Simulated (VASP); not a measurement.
# CsLiCr2Te2S3 (P3m1) in VASP: further runs

Aim: see how the results for CsLiCr2Te2S3 move with the level of theory and the settings. Levels: PBE, r2SCAN+rVV10, revPBE. Tasks: single point.

Program: VASP 6.6.1. These are calculated values, not measurements. Logs are shortened: lines on timing, memory, paths and dates and some standing lists are left out, and cuts for length are marked.

## 1. The cell of the first run

The structure is trigonal, space group P3m1 (No. 156). Conventional cell: a = 3.613 Å, b = 3.613 Å, c = 18.626 Å, α = 90.00°, β = 90.00°, γ = 120.00°. Cs (site symmetry 3m) has 3 S at 3.41 Å and 6 Cs at 3.61 Å and 3 Te at 3.74 Å and 3 Cr at 4.46 Å within 4.5 Å. Li (site symmetry 3m) has 6 S at 2.61 to 2.69 Å within 3.4 Å. Within 3.2 Å of Cr (site symmetry 3m) lie 3 S at 2.40 Å and 3 Te at 2.74 Å. Cr (site symmetry 3m) has 6 S at 2.43 to 2.46 Å within 3.2 Å. Within 4.7 Å of Te (site symmetry 3m) lie 9 Te at 3.61 to 4.56 Å and 3 Cs at 3.74 Å. Within 3.7 Å of Te (site symmetry 3m) lie 3 Cr at 2.74 Å and 6 Te at 3.61 Å and 3 S at 3.62 Å. Within 3.3 Å of S (site symmetry 3m) lie 3 Cr at 2.46 Å and 3 Li at 2.61 Å and 3 S at 3.29 Å. Within 3.2 Å of S (site symmetry 3m) lie 3 Cr at 2.40 Å and 3 Li at 2.69 Å.

## 2. Single point, PBE, collinear spin, ferromagnetic start

INCAR

```
PREC = Accurate
ENCUT = 520
EDIFF = 1E-6
ISMEAR = -1
SIGMA = 0.05
LREAL = F
LASPH = T
NELM = 150
ALGO = Normal
ISIF = 2
LWAVE = F
LCHARG = F
ISPIN = 2
MAGMOM = 0 0 3 3 0 0 0 0 0
LORBIT = 11
LMAXMIX = 4
GGA = PE
NBANDS = 47
```

KPOINTS

```
Automatic mesh
0
Gamma
  5 5 2
```

POSCAR

```
CsLiCr2Te2S3
1.0
    3.6129730742      0.0000000000      0.0000000000
   -1.8064865371      3.1289264655      0.0000000000
    0.0000000000      0.0000000000     18.6259112747
Cs Li Cr Te S
1 1 2 2 3
Direct
    0.0000000000      0.0000000000      0.3811020452
    0.6666666667      0.3333333333      0.0155714575
    0.0000000000      0.0000000000      0.8605356248
    0.3333333333      0.6666666667      0.1694496881
    0.3333333333      0.6666666667      0.5477978922
    0.6666666667      0.3333333333      0.7654711746
    0.0000000000      0.0000000000      0.0995797007
    0.3333333333      0.6666666667      0.9242503437
    0.6666666667      0.3333333333      0.2362520732
```

Potentials or basis: VASP PAW PBE potentials, release 64 (Cs_sv, Li_sv, Cr_pv, Te, S).

On the command line:

```bash
$ cat potpaw_PBE.64/Cs_sv/POTCAR potpaw_PBE.64/Li_sv/POTCAR potpaw_PBE.64/Cr_pv/POTCAR potpaw_PBE.64/Te/POTCAR potpaw_PBE.64/S/POTCAR > POTCAR
$ mpirun -np 1 vasp_std > vasp.out
```

OUTCAR:

```text
PREC = Accurate
   ENCUT = 520
   EDIFF = 1E-6
   ISMEAR = -1
   LREAL = F
   LASPH = T
   NELM = 150
   ISIF = 2
   ISPIN = 2
   LORBIT = 11
   GGA = PE

 ion  position               nearest neighbor table
   1  0.000  0.000  0.381-
   2  0.667  0.333  0.016-   7 2.61   7 2.61   7 2.61   8 2.69   8 2.69   8 2.69
   3  0.000  0.000  0.861-   8 2.40   8 2.40   8 2.40   6 2.74   6 2.74   6 2.74
   4  0.333  0.667  0.169-   9 2.43   9 2.43   9 2.43   7 2.46   7 2.46   7 2.46
   5  0.333  0.667  0.548-
   6  0.667  0.333  0.765-   3 2.74   3 2.74   3 2.74
   7  0.000  0.000  0.100-   4 2.46   4 2.46   4 2.46   2 2.61   2 2.61   2 2.61
   8  0.333  0.667  0.924-   3 2.40   3 2.40   3 2.40   2 2.69   2 2.69   2 2.69
   9  0.667  0.333  0.236-   4 2.43   4 2.43   4 2.43

  LATTYP: Found a hexagonal cell.
 ALAT       =     3.6129730742
 C/A-ratio  =     5.1552864890

  Lattice vectors:

 A1 = (   3.6129730742,   0.0000000000,   0.0000000000)
 A2 = (  -1.8064865371,   3.1289264655,   0.0000000000)
 A3 = (   0.0000000000,   0.0000000000,  18.6259112747)

Analysis of symmetry for initial positions (statically):
=====================================================================
 Subroutine PRICEL returns:
 Original cell was already a primitive cell.

 Routine SETGRP: Setting up the symmetry group for a
 hexagonal supercell.

 Subroutine GETGRP returns: Found  6 space group operations
 (whereof  6 operations were pure point group operations)
 out of a pool of 24 trial point group operations.

The static configuration has the point symmetry C_3v.

Analysis of symmetry for dynamics (positions and initial velocities):
=====================================================================
 Subroutine PRICEL returns:
 Original cell was already a primitive cell.

 Routine SETGRP: Setting up the symmetry group for a
 hexagonal supercell.

 Subroutine GETGRP returns: Found  6 space group operations
 (whereof  6 operations were pure point group operations)
 out of a pool of 24 trial point group operations.

The dynamic configuration has the point symmetry C_3v.

Analysis of structural, dynamic, and magnetic symmetry:
=====================================================================
 Subroutine PRICEL returns:
 Original cell was already a primitive cell.

 Routine SETGRP: Setting up the symmetry group for a
 hexagonal supercell.
[... 146 lines left out ...]
  ext. energy  EPLUGINS =         0.00000000
  ---------------------------------------------------
  free energy    TOTEN  =       -46.15132986 eV

  energy without entropy =      -46.11314983  energy(sigma->0) =      -46.13223985

 E-fermi :   5.0140     XC(G=0):  -9.5030

 val. band max:        5.0033403123   @ k =   0.2000   0.2000   0.0000
 cond. band min:       5.0186452199   @ k =   0.2000   0.2000   0.0000
 fundamental gap:      0.0153049076
 Fermi energy:         5.0139788394

 spin component 1

 k-point     1 :       0.0000    0.0000    0.0000
  band No.  band energies     occupation
      1     -41.2965      1.00000
      2     -39.4372      1.00000
      3     -39.4123      1.00000
      4     -39.4123      1.00000
      5     -39.1123      1.00000
      6     -39.1123      1.00000
[... 469 lines left out ...]
     44       9.4038      0.00000
     45       9.8027      0.00000
 Fermi energy:         5.0139788394

 spin component 2

 k-point     1 :       0.0000    0.0000    0.0000
  band No.  band energies     occupation
      1     -41.2988      1.00000
      2     -36.4581      1.00000
      3     -36.4581      1.00000
      4     -36.4536      1.00000
      5     -36.3682      1.00000
      6     -36.3116      1.00000
[... 469 lines left out ...]
     44       9.5697      0.00000
     45      10.2004      0.00000
 [bands above 45 left out]

------------------------ aborting loop because EDIFF is reached ----------------------------------------

  FORCE on cell =-STRESS in cart. coord.  units (eV):
  Direction    XX          YY          ZZ          XY          YZ          ZX
  --------------------------------------------------------------------------------------
  -------------------------------------------------------------------------------------
  Total        0.0893370      0.0893370      0.0148709     -0.0000000      0.0000000      0.0000000
  in kB        0.6797740      0.6797740      0.1131543     -0.0000000      0.0000000      0.0000000
  external PRESSURE =       0.4909008 kB  Pullay stress =       0.0000000 kB

 VOLUME and BASIS-vectors are now :
 -----------------------------------------------------------------------------
  energy-cutoff  :      520.00
  volume of cell :      210.56
      direct lattice vectors                 reciprocal lattice vectors
     3.612973074  0.000000000  0.000000000     0.276780363  0.159799217  0.000000000
    -1.806486537  3.128926466  0.000000000     0.000000000  0.319598434  0.000000000
     0.000000000  0.000000000 18.625911275     0.000000000  0.000000000  0.053688648

 POSITION                                       TOTAL-FORCE (eV/Angst)
 -----------------------------------------------------------------------------------
      0.00000      0.00000      7.09837        -0.000000     -0.000000      0.005413
      1.80649      1.04298      0.29003         0.000000      0.000000      0.007145
      0.00000      0.00000     16.02826        -0.000000      0.000000      0.001418
     -0.00000      2.08595      3.15615        -0.000000      0.000000     -0.006087
     -0.00000      2.08595     10.20323        -0.000000     -0.000000      0.010251
      1.80649      1.04298     14.25760        -0.000000     -0.000000     -0.005156
      0.00000      0.00000      1.85476        -0.000000      0.000000     -0.006398
     -0.00000      2.08595     17.21500         0.000000     -0.000000      0.005267
      1.80649      1.04298      4.40041         0.000000     -0.000000     -0.011854
 -----------------------------------------------------------------------------------
    total drift:                               -0.000000      0.000000     -0.000599

  FREE ENERGIE OF THE ION-ELECTRON SYSTEM (eV)
  ---------------------------------------------------
  free  energy   TOTEN  =       -46.1513298588 eV

  energy  without entropy=      -46.1131498314  energy(sigma->0) =      -46.13223985

 total charge

# of ion       s       p       d       tot
------------------------------------------
    1        1.840   4.689   0.083   6.612
    2        2.008   0.036   0.000   2.044
    3        0.273   6.252   4.109  10.634
    4        0.268   6.258   4.037  10.563
    5        1.419   1.815   0.017   3.252
    6        1.396   1.938   0.036   3.370
    7        1.323   2.432   0.000   3.755
    8        1.325   2.417   0.000   3.743
    9        1.328   2.416   0.000   3.745
--------------------------------------------------
tot         11.181  28.253   8.283  47.717

 magnetization (x)

# of ion       s       p       d       tot
------------------------------------------
    1        0.000  -0.001   0.001  -0.000
    2        0.000  -0.001   0.000  -0.001
    3        0.040   0.029   2.697   2.766
    4        0.043   0.039   2.860   2.941
    5        0.001   0.017   0.000   0.018
    6       -0.004  -0.181   0.002  -0.183
    7       -0.003  -0.056   0.000  -0.059
    8       -0.005  -0.083   0.000  -0.088
    9       -0.005  -0.075   0.000  -0.080
--------------------------------------------------
tot          0.067  -0.314   5.560   5.314
```

It took 6.6 min on 1 thread of Intel Xeon Platinum 8259CL at 2.50GHz (Skylake/Cascade Lake), shared host; peak memory 0.5 GiB.

What came out:

```yaml
Free_energy: -46.1513 eV
Largest_force: 0.012 eV/Å
Net_moment: 5.62 μB per cell
Site_moments: Cs -0.00; Li -0.00; Cr +2.77, +2.94; Te +0.02, -0.18; S -0.06, -0.09, -0.08 μB
Valence_electrons_inside_the_program's_atomic_spheres: Cs 6.61; Li 2.04; Cr 10.63, 10.56; Te 3.25, 3.37; S 3.75, 3.74 (each value once)
```

Forces on the atoms (eV/Å):
```
Cs   0.000  0.000  0.005
Li   0.000  0.000  0.007
Cr   0.000  0.000  0.001
Cr   0.000  0.000 -0.006
Te   0.000  0.000  0.010
Te   0.000  0.000 -0.005
S    0.000  0.000 -0.006
S    0.000  0.000  0.005
S    0.000  0.000 -0.012
```

Levels at points of the mesh, in eV from the Fermi level:
Spin up:
```
           k point  band 32  band 33  band 34  band 35  band 36  band 37  band 38  band 39  band 40  band 41
(0.00, 0.00, 0.00)    -0.90    -0.38     0.49     0.49     1.54     1.79     1.79     2.37     2.37     2.77
(0.00, 0.00, 0.50)    -0.89    -0.42     0.49     0.49     1.55     1.79     1.79     2.37     2.37     2.77
```
Spin down:
```tsv
k point	band 26	band 27	band 28	band 29	band 30	band 31	band 32	band 33	band 34	band 35
(0.00, 0.00, 0.00)	-0.99	-0.94	0.74	0.74	1.12	1.12	1.19	1.19	1.41	1.79
(0.00, 0.00, 0.50)	-0.99	-0.99	0.74	0.74	1.12	1.12	1.19	1.19	1.44	1.78
```

Caveat: the k points lie up to 0.40 Å⁻¹ apart; the cutoff is under 1.25 times the usual one of these potentials, so pressure, stress and relaxed cells hold a basis-set (Pulay) error; spin-orbit coupling is left out, which moves the levels of the heavy elements; only a ferromagnetic start was run, and an antiferromagnetic order may lie lower in energy. With open d or f shells a metallic result of PBE can be an artefact of self-interaction; +U or a hybrid may open a gap.

(Continued in part 2 of 2.)
